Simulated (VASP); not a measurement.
Here is a VASP 6.6.1 calculation.

Contents of INCAR:

```
SYSTEM = Ni
PREC     = Accurate       ! precision mode
ENCUT    = 520            ! plane-wave cutoff, eV
EDIFF    = 1E-7           ! SCF threshold, eV
ISMEAR   = 0              ! smearing method
SIGMA    = 0.1            ! smearing width, eV
LREAL    = .FALSE.        ! projectors in reciprocal space
LASPH    = .TRUE.         ! aspherical terms in the spheres
NELM     = 150            ! most SCF steps
ALGO     = Normal         ! electronic algorithm
ISIF     = 2              ! what is computed and relaxed
LWAVE    = .FALSE.        ! write WAVECAR
LCHARG   = .FALSE.        ! write CHGCAR
ISPIN    = 2              ! spin polarisation
MAGMOM   = 0.2            ! initial moments
LORBIT   = 11             ! projections on sites
LMAXMIX  = 4              ! l up to which the mixer works
GGA      = CA             ! functional
NBANDS   = 15             ! bands
```

Contents of KPOINTS:

```
regular mesh
0
G
  12 12 12
  0 0 0
```

The input POSCAR:

```
Ni
1.0
    0.0000000000      1.7683500000      1.7683500000
    1.7683500000      0.0000000000      1.7683500000
    1.7683500000      1.7683500000      0.0000000000
Ni
1
Direct
    0.0000000000      0.0000000000      0.0000000000
```

Potentials or basis: VASP PAW LDA potentials, release 64 (Ni).

Command:

```bash
$ cat potpaw_LDA.64/Ni/POTCAR > POTCAR
$ mpirun -np 1 vasp_std > vasp.out
```

(1) Predict the pressure.

(2) What does it give for the net moment?

(3) Estimate the site moments.

## Answers

(1) -19.4 GPa.

(2) 0.60 μB per cell.

(3) Ni +0.61 μB.
